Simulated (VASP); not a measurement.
# WC (P-6m2) in VASP: further runs, part 2 of 2

VASP 6.6.1. Earlier steps stand in the parts before.

### 3 Single point, PBE (volume scaled by 0.94, then relaxed in part)

INCAR

```
SYSTEM = WC
PREC = Accurate ; ENCUT = 520
EDIFF = 1E-6 ; ISMEAR = 0
SIGMA = 0.1 ; LREAL = .FALSE.
LASPH = .TRUE. ; NELM = 80
ALGO = Normal ; ISIF = 2
LWAVE = .FALSE. ; LCHARG = .TRUE.
GGA = PE ; LELF = .TRUE.
LVHAR = .TRUE. ; NBANDS = 16
```

KPOINTS

```
regular mesh
0
G
  18 18 14
  0 0 0
```

POSCAR

```
WC
1.0
    2.8571161439      0.0000000000      0.0000000000
   -1.4285580720      2.4743351622      0.0000000000
    0.0000000000      0.0000000000      2.7985464755
W C
1 1
Direct
    0.0000000000      0.0000000000      0.0000000000
    0.6666666667      0.3333333333      0.5000000000
```

Potentials or basis: VASP PAW PBE potentials, release 64 (W_sv, C).

On the command line:

```bash
$ cat potpaw_PBE.64/W_sv/POTCAR potpaw_PBE.64/C/POTCAR > POTCAR
$ mpirun -np 1 vasp_std > vasp.out
```

Run time: 24 s. Hardware: 1 thread of Intel Xeon 6975P-C (Granite Rapids), shared host; peak memory 0.21 GiB.

Results (log left out):

```yaml
Free_energy: -22.3386 eV
Pressure: 28.4 GPa
Band_gap_on_the_k_mesh: zero (band 9 reaches 12.41 eV, above the bottom of band 10 at 11.13 eV)
```

Stress tensor (GPa, compression positive):
```
28.32  0.00  0.00
 0.00 28.32  0.00
 0.00  0.00 28.67
```

Levels at points of the mesh, in eV from the Fermi level:
```tsv
k point	band 6	band 7	band 8	band 9	band 10	band 11	band 12	band 13
(0.00, 0.00, 0.00)	-4.61	-3.52	-3.52	0.05	3.45	3.45	5.87	5.87
(0.50, 0.00, 0.00)	-7.26	-3.88	-3.81	-0.48	2.47	4.85	5.25	7.12
(0.00, 0.00, 0.50)	-8.98	-2.12	-2.12	-0.66	-0.66	3.79	4.66	4.66
(0.50, 0.00, 0.50)	-6.77	-4.55	-4.32	0.37	4.76	5.66	7.07	9.69
```

Caveat: spin-orbit coupling is left out, which moves the levels of the heavy elements.

### 4 Single point, PBE (volume scaled by 0.97, then relaxed in part)

INCAR

```
SYSTEM = WC
PREC = Accurate
ENCUT = 520
EDIFF = 1E-7
ISMEAR = 0
SIGMA = 0.1
LREAL = .FALSE.
LASPH = .TRUE.
NELM = 100
ALGO = Normal
ISIF = 2
LWAVE = .FALSE.
LCHARG = .TRUE.
GGA = PE
LELF = .TRUE.
LVHAR = .TRUE.
NBANDS = 16
```

KPOINTS is that of step 3.

POSCAR

```
WC
1.0
    2.8896855411      0.0000000000      0.0000000000
   -1.4448427706      2.5025410875      0.0000000000
    0.0000000000      0.0000000000      2.8231309602
W C
1 1
Direct
    0.0000000000      0.0000000000      0.0000000000
    0.6666666667      0.3333333333      0.5000000000
```

On the command line:

```bash
$ cat potpaw_PBE.64/W_sv/POTCAR potpaw_PBE.64/C/POTCAR > POTCAR
$ mpirun -np 1 vasp_std > vasp.out
```

Run time: 26 s. Hardware: 1 thread of Intel Xeon 6975P-C (Granite Rapids), shared host; peak memory 0.21 GiB.

Results (log left out):

- Free energy: -22.4211 eV
- Pressure: 13.7 GPa
- Band gap on the k mesh: zero (band 9 reaches 11.94 eV, above the bottom of band 10 at 10.71 eV)

Stress tensor (GPa, compression positive):
```
13.58  0.00  0.00
 0.00 13.58  0.00
 0.00  0.00 13.90
```

Levels at points of the mesh, in eV from the Fermi level:
```tsv
k point	band 7	band 8	band 9	band 10	band 11	band 12
(0.00, 0.00, 0.00)	-3.39	-3.39	0.08	3.31	3.31	5.72
(0.50, 0.00, 0.00)	-3.70	-3.65	-0.47	2.40	4.64	5.01
(0.00, 0.00, 0.50)	-2.04	-2.04	-0.60	-0.60	3.72	4.58
(0.50, 0.00, 0.50)	-4.39	-4.23	0.31	4.55	5.43	6.79
```

Caveat: spin-orbit coupling is left out, which moves the levels of the heavy elements.

### 5 Single point, PBE (volume scaled by 1.03, then relaxed in part)

INCAR

```
SYSTEM = WC
ALGO = Normal ; EDIFF = 1E-7
ENCUT = 520 ; GGA = PE
ISIF = 2 ; ISMEAR = 0
LASPH = .TRUE. ; LCHARG = .FALSE.
LREAL = .FALSE. ; LWAVE = .FALSE.
NBANDS = 16 ; NELM = 60
PREC = Accurate ; SIGMA = 0.1
```

KPOINTS

```
k-points
0
G
  18 18 14
  0 0 0
```

POSCAR

```
WC
1.0
    2.9531600124      0.0000000000      0.0000000000
   -1.4765800062      2.5575115922      0.0000000000
    0.0000000000      0.0000000000      2.8702764431
W C
1 1
Direct
    0.0000000000      0.0000000000      0.0000000000
    0.6666666667      0.3333333333      0.5000000000
```

Potentials or basis: VASP PAW PBE potentials, release 64 (W_sv, C).

On the command line:

```bash
$ cat potpaw_PBE.64/W_sv/POTCAR potpaw_PBE.64/C/POTCAR > POTCAR
$ mpirun -np 1 vasp_std > vasp.out
```

OUTCAR:

```text
SYSTEM = WC
   EDIFF = 1E-7
   ENCUT = 520
   GGA = PE
   ISIF = 2
   ISMEAR = 0
   LASPH = .TRUE.
   LREAL = .FALSE.
   NELM = 60
   PREC = Accurate

 ion  position               nearest neighbor table
   1  0.000  0.000  0.000-   2 2.23   2 2.23   2 2.23   2 2.23   2 2.23   2 2.23
   2  0.667  0.333  0.500-   1 2.23   1 2.23   1 2.23   1 2.23   1 2.23   1 2.23

  LATTYP: Found a hexagonal cell.
 ALAT       =     2.9531600124
 C/A-ratio  =     0.9719339389

  Lattice vectors:

 A1 = (   2.9531600124,   0.0000000000,   0.0000000000)
 A2 = (  -1.4765800062,   2.5575115922,   0.0000000000)
[... 626 lines left out ...]
      4     -27.5138      2.00000
      5      -0.4452      2.00000
      6       3.8040      2.00000
[... 8 lines left out ...]
     15      23.6770      0.00000
     16      27.4235      0.00000

 [... further k-points ...]
[... 5 lines left out ...]
  --------------------------------------------------------------------------------------
  -------------------------------------------------------------------------------------
  Total       -1.3192673     -1.3192673     -1.2820555     -0.0000000     -0.0000000      0.0000000
  in kB      -97.5023423    -97.5023423    -94.7521545     -0.0000000     -0.0000000      0.0000000
  external PRESSURE =     -96.5856130 kB  Pullay stress =       0.0000000 kB

 VOLUME and BASIS-vectors are now :
 -----------------------------------------------------------------------------
  energy-cutoff  :      520.00
  volume of cell :       21.68
      direct lattice vectors                 reciprocal lattice vectors
     2.953160012  0.000000000  0.000000000     0.338620324  0.195502535  0.000000000
    -1.476580006  2.557511592  0.000000000     0.000000000  0.391005070  0.000000000
     0.000000000  0.000000000  2.870276443     0.000000000  0.000000000  0.348398497

 POSITION                                       TOTAL-FORCE (eV/Angst)
 -----------------------------------------------------------------------------------
      0.00000      0.00000      0.00000         0.000000     -0.000000      0.000000
      1.47658      0.85250      1.43514        -0.000000      0.000000      0.000000
 -----------------------------------------------------------------------------------
    total drift:                               -0.000000      0.000000      0.000000

  FREE ENERGIE OF THE ION-ELECTRON SYSTEM (eV)
  ---------------------------------------------------
  free  energy   TOTEN  =       -22.4327230359 eV

  energy  without entropy=      -22.4312246621  energy(sigma->0) =      -22.43197385
```

stdout:

```text
POSCAR found type information on POSCAR W C
 POSCAR found :  2 types and       2 ions
 scaLAPACK will be used
 LDA part: xc-table for (Slater+PW92), standard interpolation
 POSCAR, INCAR and KPOINTS ok, starting setup
 FFT: planning ... GRIDC
 FFT: planning ... GRID_SOFT
 FFT: planning ... GRID
 WAVECAR not read
 entering main loop
```

Run time: 27 s. Hardware: 1 thread of Intel Xeon 6975P-C (Granite Rapids), shared host; peak memory 0.22 GiB.

Results:

```yaml
Free_energy: -22.4327 eV
Pressure: -9.7 GPa
Band_gap_on_the_k_mesh: zero (band 9 reaches 11.11 eV, above the bottom of band 10 at 9.93 eV)
```

Caveat: spin-orbit coupling is left out, which moves the levels of the heavy elements.

### 6 Summary

```csv
cell,gap on the mesh (eV),pressure (GPa)
"a = 2.824, b = 2.824, c = 2.773 Å, angles 90.0, 90.0, 120.0°, 2 atoms",none,45.8
"a = 2.857, b = 2.857, c = 2.799 Å, angles 90.0, 90.0, 120.0°, 2 atoms",none,28.4
"a = 2.890, b = 2.890, c = 2.823 Å, angles 90.0, 90.0, 120.0°, 2 atoms",none,13.7
"a = 2.953, b = 2.953, c = 2.870 Å, angles 90.0, 90.0, 120.0°, 2 atoms",none,-9.7
```

Alike in all rows: task single point; level PBE; potentials or basis VASP PAW PBE potentials, release 64 (W_sv, C); no spin polarisation; k mesh 18 × 18 × 14; cutoff (eV) 520; smearing gaussian 0.1 eV.

Caveats: spin-orbit coupling is left out, which moves the levels of the heavy elements.

Absolute energies hang on the potentials; compare differences alone.
